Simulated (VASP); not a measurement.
# Ga5As3P2 (I-4m2) in VASP: single point with PBE

Aim: the single point of Ga5As3P2 with PBE.

All numbers are computed with VASP 6.6.1; they aren't measurements. Logs are shortened: lines on timing, memory, paths and dates and some standing lists are left out, and cuts for length are marked.

### Step 1. The cell of the first run

Symmetry: I-4m2, No. 119, tetragonal system. Conventional cell: a = 3.992 Å, b = 3.992 Å, c = 28.268 Å, α = 90.00°, β = 90.00°, γ = 90.00°. Ga (site symmetry 2mm) has 4 As at 2.47 Å within 3.3 Å. Within 3.2 Å of Ga (site symmetry 2mm) lie 2 P at 2.41 Å and 2 As at 2.47 Å. Within 3.2 Å of Ga (site symmetry -4m2) lie 4 P at 2.41 Å. P (site symmetry 2mm) has 4 Ga at 2.41 Å within 3.2 Å. Within 3.3 Å of As (site symmetry 2mm) lie 4 Ga at 2.47 Å. As (site symmetry -4m2) has 4 Ga at 2.47 Å within 3.3 Å.

### Step 2. Single point, PBE

Contents of INCAR:

```
SYSTEM = Ga5As3P2
PREC = Accurate
ENCUT = 520
EDIFF = 1E-7
ISMEAR = 0
SIGMA = 0.1
LREAL = .FALSE.
LASPH = .TRUE.
NELM = 60
ALGO = Normal
ISIF = 2
LWAVE = .FALSE.
LCHARG = .FALSE.
GGA = PE
NBANDS = 56
```

Contents of KPOINTS:

```
regular mesh
0
G
  4 4 4
  0 0 0
```

Contents of POSCAR:

```
Ga5As3P2
1.0
    0.0000000000     -3.9919253675      0.0000000000
    3.9919253675      0.0000000000      0.0000000000
   -1.9959626838      1.9959626838     14.1342301343
Ga P As
5 2 3
Direct
    0.6984473450      0.6984473450      0.3968946900
    0.3015526550      0.3015526550      0.6031053100
    0.9045196642      0.9045196642      0.8090393284
    0.5000000000      0.5000000000      0.0000000000
    0.0954803358      0.0954803358      0.1909606716
    0.9522478839      0.4522478839      0.9044957678
    0.5477521161      0.0477521161      0.0955042322
    0.3530041179      0.8530041179      0.7060082359
    0.1469958821      0.6469958821      0.2939917641
    0.7500000000      0.2500000000      0.5000000000
```

Potentials or basis: VASP PAW PBE potentials, release 64 (Ga_d, P, As).

On the command line:

```sh
cat potpaw_PBE.64/Ga_d/POTCAR potpaw_PBE.64/P/POTCAR potpaw_PBE.64/As/POTCAR > POTCAR
mpirun -np 1 vasp_std > vasp.out
```

OUTCAR:

```text
SYSTEM = Ga5As3P2
   PREC = Accurate
   ENCUT = 520
   EDIFF = 1E-7
   ISMEAR = 0
   LREAL = .FALSE.
   LASPH = .TRUE.
   NELM = 60
   ISIF = 2
   GGA = PE

 ion  position               nearest neighbor table
   1  0.698  0.698  0.397-   9 2.47   9 2.47  10 2.47  10 2.47
   2  0.302  0.302  0.603-   8 2.47   8 2.47  10 2.47  10 2.47
   3  0.905  0.905  0.809-   6 2.41   6 2.41   8 2.47   8 2.47
   4  0.500  0.500  0.000-   7 2.41   6 2.41   7 2.41   6 2.41
   5  0.095  0.095  0.191-   7 2.41   7 2.41   9 2.47   9 2.47
   6  0.952  0.452  0.904-   3 2.41   3 2.41   4 2.41   4 2.41
   7  0.548  0.048  0.096-   5 2.41   5 2.41   4 2.41   4 2.41
   8  0.353  0.853  0.706-   2 2.47   2 2.47   3 2.47   3 2.47
   9  0.147  0.647  0.294-   1 2.47   1 2.47   5 2.47   5 2.47
  10  0.750  0.250  0.500-   2 2.47   1 2.47   2 2.47   1 2.47

  LATTYP: Found a body centered tetragonal cell.
 ALAT       =     3.9919253675
 C/A-ratio  =     7.0814100130

  Lattice vectors:

 A1 = (  -1.9959626837,  -1.9959626838, -14.1342301343)
 A2 = (   1.9959626838,   1.9959626837, -14.1342301343)
 A3 = (   1.9959626837,  -1.9959626837,  14.1342301343)

Analysis of symmetry for initial positions (statically):
=====================================================================
 Subroutine PRICEL returns:
 Original cell was already a primitive cell.

 Routine SETGRP: Setting up the symmetry group for a
 body centered tetragonal supercell.

 Subroutine GETGRP returns: Found  8 space group operations
 (whereof  8 operations were pure point group operations)
 out of a pool of 16 trial point group operations.

The static configuration has the point symmetry D_2d.

Analysis of symmetry for dynamics (positions and initial velocities):
=====================================================================
 Subroutine PRICEL returns:
 Original cell was already a primitive cell.

 Routine SETGRP: Setting up the symmetry group for a
 body centered tetragonal supercell.

 Subroutine GETGRP returns: Found  8 space group operations
 (whereof  8 operations were pure point group operations)
 out of a pool of 16 trial point group operations.

The dynamic configuration has the point symmetry D_2d.

 Subroutine INISYM returns: Found  8 space group operations
 (whereof  8 operations are pure point group operations),
 and found     1 'primitive' translations

----------------------------------------------------------------------------------------

                                     Primitive cell

  volume of cell :     225.2356

  direct lattice vectors                    reciprocal lattice vectors
     0.000000000 -3.991925367  0.000000000     0.000000000 -0.250505685  0.035375114
     3.991925367  0.000000000  0.000000000     0.250505685  0.000000000  0.035375114
    -1.995962684  1.995962684 14.134230134     0.000000000  0.000000000  0.070750228

  length of vectors
     3.991925367  3.991925367 14.413333950     0.252991101  0.252991101  0.070750228

  position of ions in fractional coordinates (direct lattice)
     0.698447345  0.698447345  0.396894690
     0.301552655  0.301552655  0.603105310
     0.904519664  0.904519664  0.809039328
     0.500000000  0.500000000  0.000000000
     0.095480336  0.095480336  0.190960672
     0.952247884  0.452247884  0.904495768
     0.547752116  0.047752116  0.095504232
     0.353004118  0.853004118  0.706008236
     0.146995882  0.646995882  0.293991764
     0.750000000  0.250000000  0.500000000

  ion indices of the primitive-cell ions
   primitive index   ion index
                 1           1
                 2           2
                 3           3
                 4           4
                 5           5
                 6           6
                 7           7
                 8           8
                 9           9
                10          10

----------------------------------------------------------------------------------------

 KPOINTS: regular mesh

Automatic generation of k-mesh.
 Grid dimensions read from file:
 generate k-points for:    4    4    4

 Generating k-lattice:

  Cartesian coordinates                     Fractional coordinates (reciprocal lattice)
     0.000000000 -0.062626421  0.008843778     0.250000000  0.000000000  0.000000000
     0.062626421  0.000000000  0.008843778     0.000000000  0.250000000  0.000000000
     0.000000000  0.000000000  0.017687557     0.000000000  0.000000000  0.250000000

  Length of vectors
     0.063247775  0.063247775  0.017687557

  Shift w.r.t. Gamma in fractional coordinates (k-lattice)
     0.000000000  0.000000000  0.000000000

 Subroutine IBZKPT returns following result:
 ===========================================

 Found     13 irreducible k-points:

 Following reciprocal coordinates:
            Coordinates               Weight
  0.000000  0.000000  0.000000      1.000000
  0.250000  0.000000 -0.000000      8.000000
  0.500000  0.000000 -0.000000      4.000000
  0.250000  0.250000 -0.000000      8.000000
  0.500000  0.250000 -0.000000     16.000000
 -0.250000  0.250000  0.000000      4.000000
  0.500000  0.500000 -0.000000      2.000000
  0.000000  0.000000  0.250000      2.000000
  0.250000  0.000000  0.250000      8.000000
  0.500000  0.000000  0.250000      4.000000
  0.250000  0.250000  0.250000      4.000000
  0.500000  0.500000  0.250000      2.000000
  0.000000  0.000000  0.500000      1.000000
   k-points           NKPTS =     13   k-points in BZ     NKDIM =     13   number of bands    NBANDS=     56
   number of dos      NEDOS =    301   number of ions     NIONS =     10
   total plane-waves  NPLWV =  97200
   dimension x,y,z NGX =    30 NGY =   30 NGZ =  108
   dimension x,y,z NGXF=    60 NGYF=   60 NGZF=  216
   ions per type =               5   2   3
   NGX,Y,Z   is equivalent  to a cutoff of  12.49, 12.49, 12.46 a.u.
   NGXF,Y,Z  is equivalent  to a cutoff of  24.99, 24.99, 24.91 a.u.
 SYSTEM =  Ga5As3P2
   PREC   = accura    normal or accurate (medium, high low for compatibility)
   ISTART =      0    job   : 0-new  1-cont  2-samecut
   ICHARG =      2    charge: 1-file 2-atom 10-const
   ISPIN  =      1    spin polarized calculation?
   LNONCOLLINEAR =      F non collinear calculations
   LSORBIT =      F    spin-orbit coupling
   LASPH  =      T    aspherical Exc in radial PAW
   ENCUT  =  520.0 eV  38.22 Ry    6.18 a.u.   7.42  7.42 26.80*2*pi/ulx,y,z
   NELM   =     60;   NELMIN=  2; NELMDL= -5     # of ELM steps
   EDIFF  = 0.1E-06   stopping-criterion for ELM
   LREAL  =      F    real-space projection
   EDIFFG = 0.1E-05   stopping-criterion for IOM
   NSW    =      0    number of steps for IOM
   IBRION =     -1    ionic relax: 0-MD 1-quasi-New 2-CG
   NFREE  =      0    steps in history (QN), initial steepest desc. (CG)
   ISIF   =      2    stress and relaxation
   ISYM   =      2    0-nonsym 1-usesym 2-fastsym
   POTIM  = 0.5000    time-step for ionic-motion
   TEBEG  =    0.0;   TEEND  =   0.0 temperature during run
   PSTRESS=    0.0 pullay stress
   NELECT =      90.0000    total number of electrons
   NUPDOWN=      -1.0000    fix difference up-down
   EMIN   =  10.00;   EMAX   =-10.00  energy-range for DOS
   EFERMI =   0.00;   METHOD = LEGACY
   ISMEAR =     0;   SIGMA  =   0.10  broadening in eV -4-tet -1-fermi 0-gaus
   EFERMI_NEDOS =   21; number of points for ismear=-14 and -15
   IALGO  =     38    algorithm
   IMIX   =      4    mixing-type and parameters
     AMIX     =   0.40;   BMIX     =  1.00
     AMIX_MAG =   1.60;   BMIX_MAG =  1.00
  volume/ion in A,a.u.               =      22.52       152.00
  Fermi-wavevector in a.u.,A,eV,Ry     =   1.205804  2.278639 19.782367  1.453963
  Thomas-Fermi vector in A             =   2.341490
   LORBIT       =      0    0 simple, 1 ext, 2 COOP (PROOUT), +10 PAW based schemes
   GGA     = PE    functional components
   LHFCALC =     F    Hartree Fock is set to
   AEXX    =    0.0000 exact exchange contribution
   IVDW    =     0    specifies the selected vdW correction
   LEPSILON=     F    determine dielectric tensor
   LRPA    =     F    only Hartree local field effects (RPA)
 non-spin polarized calculation
 Gauss-broadening in eV      SIGMA  =   0.10
  energy-cutoff  :      520.00
  volume of cell :      225.24
 maximum number of plane-waves:      6140
 NGX is ok and might be reduce to    30
   NGX = 15   NGY = 15   NGZ = 53

 number of electron      89.9999958 magnetization

 Free energy of the ion-electron system (eV)
  ---------------------------------------------------
  ext. energy  EPLUGINS =         0.00000000
  ---------------------------------------------------
  free energy    TOTEN  =       -42.74326989 eV

  energy without entropy =      -42.74326982  energy(sigma->0) =      -42.74326986

 E-fermi :   4.2176     XC(G=0):  -9.4966

 val. band max:        3.8884931168   @ k =   0.0000   0.0000   0.0000
 cond. band min:       4.5364942327   @ k =   0.0000   0.0000   0.0000
 fundamental gap:      0.6480011159
 Fermi energy:         4.2176354438

 k-point     1 :       0.0000    0.0000    0.0000
  band No.  band energies     occupation
      1     -10.9420      2.00000
      2     -10.8993      2.00000
      3     -10.8693      2.00000
      4     -10.8632      2.00000
      5     -10.8632      2.00000
      6     -10.8521      2.00000
[... 48 lines left out ...]
     55       7.6148      0.00000
     56       7.6314      0.00000

 k-point     2 :       0.2500    0.0000   -0.0000
  band No.  band energies     occupation
      1     -10.9332      2.00000
      2     -10.9015      2.00000
      3     -10.8836      2.00000
      4     -10.8712      2.00000
      5     -10.8601      2.00000
      6     -10.8464      2.00000
[... 48 lines left out ...]
     55       8.3867      0.00000
     56       8.7395      0.00000
[... 588 lines left out ...]
     55       8.5252      0.00000
     56       9.3816      0.00000

 k-point    13 :       0.0000    0.0000    0.5000
  band No.  band energies     occupation
      1     -10.9424      2.00000
      2     -10.8930      2.00000
      3     -10.8820      2.00000
      4     -10.8632      2.00000
      5     -10.8632      2.00000
      6     -10.8427      2.00000
[... 48 lines left out ...]
     55       7.3008      0.00000
     56       8.1829      0.00000

------------------------ aborting loop because EDIFF is reached ----------------------------------------

  FORCE on cell =-STRESS in cart. coord.  units (eV):
  Direction    XX          YY          ZZ          XY          YZ          ZX
  --------------------------------------------------------------------------------------
  -------------------------------------------------------------------------------------
  Total        0.8384026      0.8384026     -0.7529045      0.0000000     -0.0000000      0.0000000
  in kB        5.9638434      5.9638434     -5.3556659      0.0000000     -0.0000000      0.0000000
  external PRESSURE =       2.1906736 kB  Pullay stress =       0.0000000 kB

 VOLUME and BASIS-vectors are now :
 -----------------------------------------------------------------------------
  energy-cutoff  :      520.00
  volume of cell :      225.24
      direct lattice vectors                 reciprocal lattice vectors
     0.000000000 -3.991925367  0.000000000     0.000000000 -0.250505685  0.035375114
     3.991925367  0.000000000  0.000000000     0.250505685  0.000000000  0.035375114
    -1.995962684  1.995962684 14.134230134     0.000000000  0.000000000  0.070750228

 POSITION                                       TOTAL-FORCE (eV/Angst)
 -----------------------------------------------------------------------------------
      1.99596     -1.99596      5.60980        -0.000000      0.000000      0.003029
     -0.00000      0.00000      8.52443         0.000000     -0.000000     -0.003029
      1.99596     -1.99596     11.43515        -0.000000      0.000000      0.003089
      1.99596     -1.99596      0.00000         0.000000      0.000000      0.000000
     -0.00000      0.00000      2.69908         0.000000     -0.000000     -0.003089
     -0.00000     -1.99596     12.78435        -0.000000      0.000000      0.002738
     -0.00000     -1.99596      1.34988         0.000000     -0.000000     -0.002738
      1.99596      0.00000      9.97888        -0.000000      0.000000      0.005914
      1.99596     -0.00000      4.15535         0.000000     -0.000000     -0.005914
     -0.00000     -1.99596      7.06712         0.000000      0.000000      0.000000
 -----------------------------------------------------------------------------------
    total drift:                                0.000007      0.000007      0.000000

  FREE ENERGIE OF THE ION-ELECTRON SYSTEM (eV)
  ---------------------------------------------------
  free  energy   TOTEN  =       -42.7432698899 eV

  energy  without entropy=      -42.7432698212  energy(sigma->0) =      -42.74326986
```

Wall time 4.9 min (1 thread of Oxide Virtual Turin-like, shared host); peak memory 0.33 GiB.

Results:

| Item | Value |
| --- | --- |
| Free energy | -42.7433 eV |
| Pressure | 0.2 GPa |
| Largest force | 0.006 eV/Å |
| Band gap on the k mesh | 0.65 eV |

Forces in eV/Å, atoms in the order of the input:
```
Ga   0.000  0.000  0.003
Ga   0.000  0.000 -0.003
Ga   0.000  0.000  0.003
Ga   0.000  0.000  0.000
Ga   0.000  0.000 -0.003
P    0.000  0.000  0.003
P    0.000  0.000 -0.003
As   0.000  0.000  0.006
As   0.000  0.000 -0.006
As   0.000  0.000  0.000
```

A k mesh can miss the band edges.
